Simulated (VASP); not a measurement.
A run of VASP 6.6.1 is set up as follows.

The input INCAR:

```
SYSTEM = C
PREC     = Accurate       ! precision mode
ENCUT    = 520            ! plane-wave cutoff, eV
EDIFF    = 1E-6           ! SCF threshold, eV
ISMEAR   = 0              ! smearing method
SIGMA    = 0.05           ! smearing width, eV
LREAL    = .FALSE.        ! projectors in reciprocal space
LASPH    = .TRUE.         ! aspherical terms in the spheres
NELM     = 80             ! most SCF steps
ALGO     = Normal         ! electronic algorithm
ISIF     = 2              ! what is computed and relaxed
LWAVE    = .FALSE.        ! write WAVECAR
LCHARG   = .TRUE.         ! write CHGCAR
GGA      = PE             ! functional
IVDW     = 12             ! dispersion correction
LELF     = .TRUE.         ! ELF
LVHAR    = .TRUE.       
NBANDS   = 31             ! bands
```

Contents of KPOINTS:

```
regular mesh
0
G
  7 11 3
  0 0 0
```

POSCAR

```
C
1.0
    0.0000000000      1.4231666446     -3.3613878322
   -2.4649969361      0.0000000000      0.0000000000
    3.0812461701     10.0416987098      0.7233823965
C
10
Direct
   -0.1074115696      0.7174027945      0.8939222356
    0.7150055098      0.6859202215      0.0687361772
    0.7594012399      0.4437908647      0.2750326918
   -0.1962030299      1.2016615080      0.4813292064
   -0.1518072998      0.9595321513      0.6876257210
    0.7293902204      0.2719504218      0.1375603374
   -0.2262140495      1.0298210651      0.3438568521
   -0.1818183193      0.7876917083      0.5501533667
   -0.1374225892      1.5455623516      0.7564498813
   -0.0930268590      1.3034329949      0.9627463959
```

Potentials or basis: VASP PAW PBE potentials, release 64 (C).

Run with:

```bash
$ cat potpaw_PBE.64/C/POTCAR > POTCAR
$ mpirun -np 1 vasp_std > vasp.out
```

Q: Estimate the pressure.

A: 22.2 GPa.

Q: Estimate the largest force.

A: 14.917 eV/Å.

Stress tensor (GPa, compression positive):
```
12.93 14.49  3.80
14.49 40.67 25.29
 3.80 25.29 12.98
```

Caveat: pairwise dispersion overbinds metals, which lowers pressure and volume; forces of over 1 eV/Å act on the atoms, so gaps and moduli don't describe the material at rest.
